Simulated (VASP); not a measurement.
Here is a VASP 6.6.1 calculation.

Contents of INCAR:

```
SYSTEM = AgCl
  ALGO = Normal
  EDIFF = 1E-6
  ENCUT = 520
  GGA = PE
  ISIF = 2
  ISMEAR = 0
  LASPH = .True.
  LCHARG = .True.
  LELF = .True.
  LREAL = .False.
  LVHAR = .True.
  LWAVE = .False.
  NBANDS = 16
  NELM = 100
  PREC = Accurate
  SIGMA = 0.05
```

File KPOINTS:

```
k-points
0
Gamma
  8 8 8
  0 0 0
```

File POSCAR:

```
AgCl
1.0
    0.0000000000      2.7687027469      2.8060228508
    2.7687027469      0.0000000000      2.8060228508
    2.7687027469      2.7687027469      0.0000000000
Ag Cl
1 1
Direct
    0.4925160227      0.5074839773      0.5074839773
    0.0227724446     -0.0227724446     -0.0227724446
```

Potentials or basis: VASP PAW PBE potentials, release 64 (Ag, Cl).

Command:

```console
$ cat potpaw_PBE.64/Ag/POTCAR potpaw_PBE.64/Cl/POTCAR > POTCAR
$ mpirun -np 1 vasp_std > vasp.out
```

(1) Predict the largest force.

(2) Estimate the band gap on the k mesh.

Results:

(1) 0.237 eV/Å.

(2) 0.91 eV, indirect (least direct gap 2.64 eV).
